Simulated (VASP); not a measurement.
Runs of VASP 6.6.1 on SrCl2. The structure is that of space group Fm-3m (No. 225), or close to it. The cells are those of the table. 

```tsv
cell	gap on the mesh (eV)	pressure (GPa)
a = 4.966, b = 4.929 Å, angles 60.2, 59.5, 60.2°, 3 atoms	5.25	(c)
a = 4.954, b = 4.929 Å, angles 60.2, 59.7, 60.2°, 3 atoms	(a)	0.8
a = 4.892, b = 4.929 Å, angles 59.8, 60.5, 59.8°, 3 atoms	(b)	(d)
a = 4.880, b = 4.929 Å, angles 59.7, 60.7, 59.7°, 3 atoms	5.32	2.0
a = 4.979, b = 4.929 Å, angles 60.3, 59.3, 60.3°, 3 atoms	5.22	0.4
a = 4.942, b = 4.929 Å, angles 60.1, 59.8, 60.1°, 3 atoms	5.32	1.0
a = 4.905, b = 4.929 Å, angles 59.8, 60.3, 59.8°, 3 atoms	5.34	1.6
a = 4.917, b = 4.929 Å, angles 59.9, 60.2, 59.9°, 3 atoms	5.35	1.4
```

Alike in all rows: task single point; level PBE; potentials or basis VASP PAW PBE potentials, release 64 (Sr_sv, Cl); no spin polarisation; k mesh 6 × 6 × 6; cutoff (eV) 520; smearing gaussian 0.05 eV.

Problem. Estimate the missing entries.

Solution. (a) 5.29; (b) 5.33; (c) 0.6; (d) 1.8.

A k mesh can miss the band edges, and the runs leave out spin-orbit coupling on Sr.
